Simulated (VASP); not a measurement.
Write the native input for VASP 6.6.1 that does the following.

| Item | Value |
| --- | --- |
| Task | single point |
| Functional | r2SCAN |
| Potentials or basis | VASP PAW PBE potentials, release 64 (Pt, Fe) |
| Cutoff | 520 eV |
| k mesh | 10 × 10 × 7 |
| Occupations | fermi-dirac, width 0.05 eV |
| Spin | collinear spin, ferromagnetic start |
| Starting moments | [0.0, 3.0] μB |
| Dipole correction | no |
| Further INCAR settings | ALGO = Normal; EDIFF = 1e-07; NBANDS = 20 |

Crystal: FePt.

```
CELL_PARAMETERS angstrom
2.75934 0.00000 0.00000
0.00000 2.75934 0.00000
0.00000 0.00000 3.76895
ATOMIC_POSITIONS crystal
Pt 0.50000 0.50000 0.50000
Fe 0.00000 0.00000 0.00000
```

One way to write it, as run:

POSCAR

```
FePt
1.0
    2.7593396363      0.0000000000      0.0000000000
    0.0000000000      2.7593396363      0.0000000000
    0.0000000000      0.0000000000      3.7689529822
Pt Fe
1 1
Direct
    0.5000000000      0.5000000000      0.5000000000
    0.0000000000      0.0000000000      0.0000000000
```

INCAR.step1

```
PREC     = Accurate       # precision mode
ENCUT    = 520            # plane-wave cutoff, eV
ISMEAR   = -1             # smearing method
SIGMA    = 0.05           # smearing width, eV
LREAL    = F              # projectors in reciprocal space
LASPH    = T              # aspherical terms in the spheres
NELM     = 150            # most SCF steps
ISPIN    = 2              # spin polarisation
MAGMOM   = 0 3            # initial moments
LMAXMIX  = 4              # l up to which the mixer works
NBANDS   = 20             # bands
GGA      = PE             # functional
ALGO     = Normal         # electronic algorithm
EDIFF    = 1E-4           # SCF threshold, eV
LWAVE    = T              # write WAVECAR
LCHARG   = F              # write CHGCAR
```

INCAR.step2

```
PREC     = Accurate       # precision mode
ENCUT    = 520            # plane-wave cutoff, eV
EDIFF    = 1E-7           # SCF threshold, eV
ISMEAR   = -1             # smearing method
SIGMA    = 0.05           # smearing width, eV
LREAL    = F              # projectors in reciprocal space
LASPH    = T              # aspherical terms in the spheres
NELM     = 150            # most SCF steps
ALGO     = Normal         # electronic algorithm
ISIF     = 2              # what is computed and relaxed
LWAVE    = F              # write WAVECAR
LCHARG   = T              # write CHGCAR
ISPIN    = 2              # spin polarisation
MAGMOM   = 0 3            # initial moments
LORBIT   = 11             # projections on sites
LMAXMIX  = 4              # l up to which the mixer works
METAGGA  = R2SCAN         # meta-GGA
LMIXTAU  = T            
LELF     = T              # ELF
LVHAR    = T            
NBANDS   = 20             # bands
ISTART   = 1
```

KPOINTS

```
Automatic mesh
0
Gamma
  10 10 7
```

Potentials or basis: VASP PAW PBE potentials, release 64 (Pt, Fe).

Run with:

```bash
$ cat potpaw_PBE.64/Pt/POTCAR potpaw_PBE.64/Fe/POTCAR > POTCAR
$ cp INCAR.step1 INCAR
$ mpirun -np 1 vasp_std > vasp.out
$ cp INCAR.step2 INCAR
$ mpirun -np 1 vasp_std > vasp.out
```

Results of the run:

```yaml
Pressure: -6.1 GPa
Net_moment: 3.62 μB per cell
Site_moments: Pt +0.35; Fe +3.30 μB
Valence_electrons_inside_the_program's_atomic_spheres: Pt 9.38; Fe 6.87
```

Caveat: the cell stands under tension; the PAW data sets were made with another functional, which shifts forces and pressure a little.

Run time: 110 s on 1 thread of Intel(R) Xeon(R) 6975P-C (Granite Rapids), with other jobs on the host, peak memory 0.22 GiB.
